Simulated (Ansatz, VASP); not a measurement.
## Two plane-wave programs on Sb

```xyz
6
Lattice="7.5612 0.0000 0.0000 0.0000 7.5612 0.0000 0.0000 0.0000 2.7726" Properties=species:S:1:pos:R:3 pbc="T T T"
Sb    1.3368    2.4438    0.0000
Sb    2.4438    6.2245    0.0000
Sb    6.2245    5.1174    0.0000
Sb    5.1174    1.3368    0.0000
Sb    0.0000    0.0000    0.0000
Sb    3.7806    3.7806    0.0000
```

Alike in both runs: task single point; functional PBE; k mesh 2 × 2 × 6; occupations gaussian, width 0.1 eV; no spin polarisation.

|  | VASP | Ansatz |
| --- | --- | --- |
| version | VASP 6.6.1 | Ansatz 0.2.0 |
| potentials or method | VASP PAW PBE potentials, release 64 (Sb), cutoff 520 eV | scalar-relativistic, plane waves, PAW |
| valence electrons in the cell | 30 | 90 |

|  | VASP | Ansatz | Ansatz less VASP |
| --- | --- | --- | --- |
| gap on the k mesh at the Fermi level (eV) | none | none | - |
| pressure (GPa) | 21.2 | 20.8 | -0.32 |
| traceless stress, the component that is largest in VASP (GPa) | 3.26 | 3.29 | +0.029 |
| rms of the force components (eV/Å) | 0.584 | 0.577 | -0.0074 |

Atom by atom the forces differ by 0.007 eV/Å (rms over components). A gap of «none» marks a metal or a gap that the smearing closes. VASP's potentials hold 30 valence electrons a cell and Ansatz's 90, so a difference there can come from the potentials and not from the codes.

The k mesh is coarse, so the values compare programs but aren't converged. Spin-orbit coupling is off throughout.
